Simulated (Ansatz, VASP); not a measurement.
**Two plane-wave programs on NaPbBr3**

INCAR

```
PREC = Accurate ; ENCUT = 520
EDIFF = 1E-6 ; ISMEAR = -1
SIGMA = 0.02 ; LREAL = False
LASPH = True ; NELM = 60
ALGO = Normal ; ISIF = 2
LWAVE = False ; LCHARG = False
GGA = PE ; NBANDS = 29
```

File KPOINTS:

```
regular mesh
0
Gamma
  4 4 4
```

Contents of POSCAR:

```
NaPbBr3
1.0
    5.7325623773      0.0000000000      0.0000000000
    0.0000000000      5.7325623773      0.0000000000
    0.0000000000      0.0000000000      5.9550177661
Na Pb Br
1 1 3
Direct
    0.0000000000      0.0000000000      0.0000000000
    0.5000000000      0.5000000000      0.5000000000
    0.5000000000      0.5000000000      0.0000000000
    0.5000000000      0.0000000000      0.5000000000
    0.0000000000      0.5000000000      0.5000000000
```

Input for Ansatz:

```yaml
crystal:
  lattice:
    - [5.7325623773, 0.0, 0.0]
    - [0.0, 5.7325623773, 0.0]
    - [0.0, 0.0, 5.9550177661]
  atoms:
    - { symbol: Na, position: [0.0, 0.0, 0.0] }
    - { symbol: Pb, position: [0.5, 0.5, 0.5] }
    - { symbol: Br, position: [0.5, 0.5, 0.0] }
    - { symbol: Br, position: [0.5, 0.0, 0.5] }
    - { symbol: Br, position: [0.0, 0.5, 0.5] }
kpoints:
  mp_grid: { grid: [4, 4, 4] }
  band_path:
    path: [[0.0, 0.0, 0.0], [0.0, 0.5, 0.0], [0.5, 0.5, 0.0], [0.5, 0.5, 0.5]]
    npoints: 1
hamiltonian:
  xc: pbe
scf:
  occupations: { method: fermi_dirac, width: 0.02 }
  n_extra_bands: 5
output:
  forces: true
  stress: true
  eigenvalues: true
  write_density: true
  write_potential: true
  elf: true
  volumetric_format: npy
```

Change from the starting cell: epitaxial_xy strain -3.0%.

Alike in both runs: task single point; functional PBE; k mesh 4 × 4 × 4; occupations fermi-dirac, width 0.02 eV; no spin polarisation.

```csv
,VASP,Ansatz
version,VASP 6.6.1,Ansatz 0.2.0
potentials or method,"VASP PAW PBE potentials, release 64 (Na_pv, Pb_d, Br)","plane waves, PAW"
plane-wave cutoff (eV),520,420
valence electrons in the cell,42,44
```

|  | VASP | Ansatz | Ansatz less VASP |
| --- | --- | --- | --- |
| gap on the k mesh at the Fermi level (eV) | 1.21 | 1.20 | -0.008 |
| pressure (GPa) | 1.8 | 1.8 | +0.01 |
| traceless stress, the component that is largest in VASP (GPa) | -1.30 | -1.30 | +0.002 |

VASP's potentials hold 42 valence electrons a cell and Ansatz's 44, so a difference there can come from the potentials and not from the codes.

Spin-orbit coupling is off throughout.
